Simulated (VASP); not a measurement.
FeO: single point with LDA

Crystal: FeO.

```
Fe O
1.0
    -1.61271    1.61271    2.09719
     1.61271   -1.61271    2.09719
     1.61271    1.61271   -2.09719
Fe O
1 1
Direct
  0.00000 0.00000 0.00000
  0.50000 0.50000 0.00000
```

This cell differs from its parent crystal: volume scaled by 1.02.

```json
{"Program": "VASP 6.6.1", "Task": "single point", "Functional": "LDA", "Potentials or basis": "VASP PAW LDA potentials, release 64 (Fe, O)", "Cutoff": "520 eV", "k mesh": "12 × 12 × 12", "Occupations": "fermi-dirac, width 0.05 eV", "Spin": "collinear spin, ferromagnetic start", "Starting moments": "[3.0, 0.0] μB"}
```

- Pressure: -24.5 GPa
- Band gap on the k mesh: zero (filled and empty bands overlap)
- Net moment: 4.00 μB per cell
- Site moments: Fe +3.57; O +0.31 μB
- Valence electrons inside the program's atomic spheres: Fe 6.66; O 4.92

Stress tensor (GPa, compression positive):
```
-24.65   0.00   0.00
  0.00 -24.65   0.00
  0.00   0.00 -24.33
```

Levels at points of the mesh, in eV from the Fermi level:
Spin up:
```
           k point  band 6  band 7  band 8  band 9  band 10  band 11  band 12  band 13
(0.00, 0.00, 0.00)   -3.40   -3.40   -3.32   -3.30    -0.07    15.19    16.36    16.36
(0.50, 0.00, 0.00)   -2.75   -2.27   -0.62   -0.02     3.86     7.75    11.04    12.96
(0.50, 0.50, 0.00)   -3.04   -2.64   -2.56   -2.53     4.75     7.81    10.78    13.38
(0.50, 0.50, 0.50)   -2.95   -2.58   -2.58   -2.47     4.87     8.86     9.73    13.04
```
Spin down:
| k point | band 1 | band 2 | band 3 | band 4 | band 5 | band 6 | band 7 | band 8 | band 9 | band 10 |
| --- | --- | --- | --- | --- | --- | --- | --- | --- | --- | --- |
| (0.00, 0.00, 0.00) | -19.19 | -3.10 | -2.80 | -2.80 | -0.72 | -0.72 | -0.41 | -0.33 | -0.12 | 1.05 |
| (0.50, 0.00, 0.00) | -18.14 | -7.30 | -4.78 | -4.61 | 0.25 | 0.47 | 0.61 | 2.05 | 2.65 | 4.42 |
| (0.50, 0.50, 0.00) | -18.19 | -6.26 | -4.15 | -3.61 | -1.76 | 0.35 | 0.53 | 0.74 | 0.85 | 5.88 |
| (0.50, 0.50, 0.50) | -18.05 | -6.09 | -4.13 | -4.13 | -1.83 | 0.52 | 0.67 | 0.67 | 0.89 | 5.99 |

Run time: 56 s on 1 thread of Intel(R) Xeon(R) 6975P-C (Granite Rapids), with other jobs on the host, peak memory 0.21 GiB.

Caveat: a cell with one magnetic atom can't hold antiferromagnetic order, which such compounds often take; semilocal functionals often make such compounds metallic where correlation or magnetic order opens a gap, which also shifts bond lengths.
